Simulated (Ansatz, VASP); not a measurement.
## Two plane-wave programs on Tl

```
Tl
1.0
     3.11688    0.00000    0.00000
     0.00000    3.11688    0.00000
     0.00000    0.00000    3.11688
Tl
1
Direct
  0.00000 0.00000 0.00000
```

Alike in both runs: task relaxation of cell and atoms; functional r2SCAN; k mesh 10 × 10 × 10; occupations fermi-dirac, width 0.1 eV; no spin polarisation.

|  | VASP | Ansatz |
| --- | --- | --- |
| version | VASP 6.6.1 | Ansatz 0.2.0 |
| potentials or method | VASP PAW PBE potentials, release 64 (Tl_d), cutoff 600 eV | plane waves (500 eV) with PAW, scalar-relativistic |
| valence electrons in the cell | 13 | 13 |

```csv
,VASP,Ansatz,Ansatz less VASP
relaxed volume (Å³/atom),32.25,32.21,-0.039
relaxed length of the cell vector where the two differ most in proportion (Å),3.183,3.182,-0.0013
```

VASP's potentials were made for PBE, not for r2SCAN.

Neither program's run includes spin-orbit coupling.
